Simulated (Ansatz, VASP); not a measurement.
One calculation of CdS, two programs

```xyz
4
Lattice="4.1500 0.0000 0.0000 -2.0750 3.5940 0.0000 0.0000 0.0000 6.7370" Properties=species:S:1:pos:R:3 pbc="T T T"
Cd    2.0750    1.1980    3.3685
Cd    0.0000    2.3960    0.0000
S     2.0750    1.1980    5.8949
S     0.0000    2.3960    2.5264
```

Alike in both runs: task single point; functional PBE-based screened hybrid; k mesh 4 × 4 × 2; occupations fermi-dirac, width 0.05 eV; no spin polarisation.

|  | VASP | Ansatz |
| --- | --- | --- |
| version | VASP 6.6.1 | Ansatz 0.2.0 |
| potentials or method | VASP PAW PBE potentials, release 64 (Cd, S) | Ansatz PAW |
| plane-wave cutoff (eV) | 520 | 420 |
| valence electrons in the cell | 36 | 52 |

|  | VASP | Ansatz | Ansatz less VASP |
| --- | --- | --- | --- |
| gap on the k mesh at the Fermi level (eV) | 2.57 | 2.54 | -0.022 |
| least direct gap on the mesh (eV) | 2.57 | 2.54 | -0.022 |
| pressure (GPa) | 1.1 | 0.9 | -0.23 |
| traceless stress, the component that is largest in VASP (GPa) | 0.25 | 0.25 | -0.006 |
| rms of the force components (eV/Å) | 0.036 | 0.036 | -0.0004 |

VASP's potentials were made for PBE, not for PBE-based screened hybrid. Atom by atom the forces differ by 0.000 eV/Å (rms over components). VASP's potentials hold 36 valence electrons a cell and Ansatz's 52, so a difference there can come from the potentials and not from the codes.

The k mesh is coarse, so the values compare programs but aren't converged.
